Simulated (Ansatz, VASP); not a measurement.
TiAl3 in VASP and in Ansatz

Contents of INCAR:

```
SYSTEM = TiAl3
PREC = Accurate
ENCUT = 520
EDIFF = 1E-6
ISMEAR = 0
SIGMA = 0.1
LREAL = .False.
LASPH = .True.
NELM = 60
ALGO = Fast
ISIF = 2
LWAVE = .False.
LCHARG = .False.
GGA = PE
NBANDS = 18
```

File KPOINTS:

```
Automatic mesh
0
Gamma
  6 6 6
  0 0 0
```

File POSCAR:

```
TiAl3
1.0
    0.0000000000      3.1340311000      3.1340311000
    3.1340311000      0.0000000000      3.1340311000
    3.1340311000      3.1340311000      0.0000000000
Ti Al
1 3
Direct
    0.5000000000      0.5000000000      0.5000000000
    0.0000000000      0.0000000000      0.0000000000
    0.2500000000      0.2500000000      0.2500000000
    0.7500000000      0.7500000000      0.7500000000
```

Input for Ansatz:

```yaml
crystal:
  lattice:
    - [0.0, 3.1340311, 3.1340311]
    - [3.1340311, 0.0, 3.1340311]
    - [3.1340311, 3.1340311, 0.0]
  atoms:
    - { symbol: Ti, position: [0.5, 0.5, 0.5] }
    - { symbol: Al, position: [0.0, 0.0, 0.0] }
    - { symbol: Al, position: [0.25, 0.25, 0.25] }
    - { symbol: Al, position: [0.75, 0.75, 0.75] }
basis:
  ecutwfc: 420
kpoints:
  mp_grid: { grid: [6, 6, 6] }
hamiltonian:
  xc: pbe
scf:
  occupations: { method: gaussian, width: 0.1 }
  lower_state_search: "off"
output:
  forces: true
  stress: true
  eigenvalues: true
```

Alike in both runs: task single point; functional PBE; k mesh 6 × 6 × 6; occupations gaussian, width 0.1 eV; no spin polarisation.

|  | VASP | Ansatz |
| --- | --- | --- |
| version | VASP 6.6.1 | Ansatz 0.2.0 |
| potentials or method | VASP PAW PBE potentials, release 64 (Ti_sv, Al), cutoff 520 eV | scalar-relativistic, plane waves, PAW |
| valence electrons in the cell | 21 | 21 |

```tsv
	VASP	Ansatz	Ansatz less VASP
gap on the k mesh at the Fermi level (eV)	none	none	-
pressure (GPa)	5.6	5.8	+0.14
```

A gap of «none» marks a metal or a gap that the smearing closes. The functional is the same, so the differences come from potentials, cutoffs and numerics.
